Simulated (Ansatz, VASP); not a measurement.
One calculation of GaSb, two programs

INCAR

```
PREC     = Accurate       # precision mode
ENCUT    = 600            # plane-wave cutoff, eV
EDIFF    = 1E-6           # SCF threshold, eV
ISMEAR   = 0              # smearing method
SIGMA    = 0.1            # smearing width, eV
LREAL    = F              # projectors in reciprocal space
LASPH    = T              # aspherical terms in the spheres
NELM     = 100            # most SCF steps
ALGO     = Normal         # electronic algorithm
ISIF     = 3              # what is computed and relaxed
LWAVE    = F              # write WAVECAR
LCHARG   = F              # write CHGCAR
GGA      = PE             # functional
IBRION   = 2              # ionic algorithm
NSW      = 100            # ionic steps
EDIFFG   = -0.005         # ionic threshold
```

KPOINTS

```
Automatic mesh
0
Gamma
  16 16 16
```

File POSCAR:

```
GaSb
1.0
   -1.5559010000      2.6750030000      2.8933130000
    1.5559010000     -2.6750030000      2.8933130000
    1.5559010000      2.6750030000     -2.8933130000
Ga Sb
1 1
Direct
    0.0000000000      0.0000000000      0.0000000000
    0.5000000000      0.5000000000      0.0000000000
```

Input for Ansatz:

```yaml
crystal:
  lattice:
    - [-1.555901, 2.675003, 2.893313]
    - [1.555901, -2.675003, 2.893313]
    - [1.555901, 2.675003, -2.893313]
  atoms:
    - { symbol: Ga, position: [0.0, 0.0, 0.0] }
    - { symbol: Sb, position: [0.5, 0.5, 0.0] }
basis:
  ecutwfc: 420
kpoints:
  mp_grid: { grid: [16, 16, 16] }
hamiltonian:
  xc: pbe
scf:
  occupations: { method: gaussian, width: 0.1 }
output:
  forces: true
  stress: true
  eigenvalues: true
relax:
  adjacent_minimum: "off"
  f_tol: 0.005
  max_steps: 80
  cell: { stress_tol: 0.05 }
```

Alike in both runs: task relaxation of cell and atoms; functional PBE; k mesh 16 × 16 × 16; occupations gaussian, width 0.1 eV; no spin polarisation.

|  | VASP | Ansatz |
| --- | --- | --- |
| version | VASP 6.6.1 | Ansatz 0.2.0 |
| potentials or method | VASP PAW PBE potentials, release 64 (Ga_d, Sb), cutoff 600 eV | scalar-relativistic, plane waves, PAW |
| valence electrons in the cell | 18 | 28 |

```tsv
	VASP	Ansatz	Ansatz less VASP
gap on the k mesh at the Fermi level, each at its own relaxed structure (eV)	none	none	-
relaxed volume (Å³/atom)	24.01	24.02	+0.012
relaxed length of the cell vector where the two differ most in proportion (Å)	4.197	4.198	+0.0004
```

A gap of «none» marks a metal or a gap that the smearing closes. VASP's potentials hold 18 valence electrons a cell and Ansatz's 28, so a difference there can come from the potentials and not from the codes.

Neither program's run includes spin-orbit coupling.
